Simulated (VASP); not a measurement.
Set up this calculation in VASP 6.6.1, as the native input.

```yaml
Task: single point
Functional: PBE
Potentials_or_basis: VASP PAW PBE potentials, release 64 (Zn, S)
Cutoff: 520 eV
k_mesh: 12 × 12 × 2
Occupations: gaussian, width 0.02 eV
Spin: no spin polarisation
Dipole_correction: no
Further_INCAR_settings: ALGO = Normal; EDIFF = 1e-06; NBANDS = 66
```

The structure of ZnS lies in POSCAR:

```
ZnS
1.0
    3.8476749699      0.0000000000      0.0000000000
   -1.9238374850      3.3321842695      0.0000000000
    0.0000000000      0.0000000000     18.8769890650
Zn S
6 6
Direct
    0.0000000000      0.0000000000      0.0000209612
    0.3333333333      0.6666666667      0.1667924312
    0.6666666667      0.3333333333      0.3332686327
    0.0000000000      0.0000000000      0.5000209612
    0.6666666667      0.3333333333      0.6667924312
    0.3333333333      0.6666666667      0.8332686327
    0.0000000000      0.0000000000      0.1251253598
    0.3333333333      0.6666666667      0.2916451816
    0.6666666667      0.3333333333      0.4581474336
    0.0000000000      0.0000000000      0.6251253598
    0.6666666667      0.3333333333      0.7916451816
    0.3333333333      0.6666666667      0.9581474336
```

These files were run (other wordings do the same):

INCAR

```
PREC = Accurate
ENCUT = 520
EDIFF = 1E-6
ISMEAR = 0
SIGMA = 0.02
LREAL = F
LASPH = T
NELM = 80
ALGO = Normal
ISIF = 2
LWAVE = F
LCHARG = F
GGA = PE
NBANDS = 66
```

KPOINTS

```
regular mesh
0
Gamma
  12 12 2
```

Potentials or basis: VASP PAW PBE potentials, release 64 (Zn, S).

Run with:

```bash
$ cat potpaw_PBE.64/Zn/POTCAR potpaw_PBE.64/S/POTCAR > POTCAR
$ mpirun -np 1 vasp_std > vasp.out
```

Results of the run:

The pressure is 0.2 GPa. The band gap on the k mesh is 2.04 eV.

Wall time 15 min on 1 thread of Intel(R) Xeon(R) Platinum 8259CL CPU @ 2.50GHz (Skylake/Cascade Lake) (shared host), peak memory 0.61 GiB.
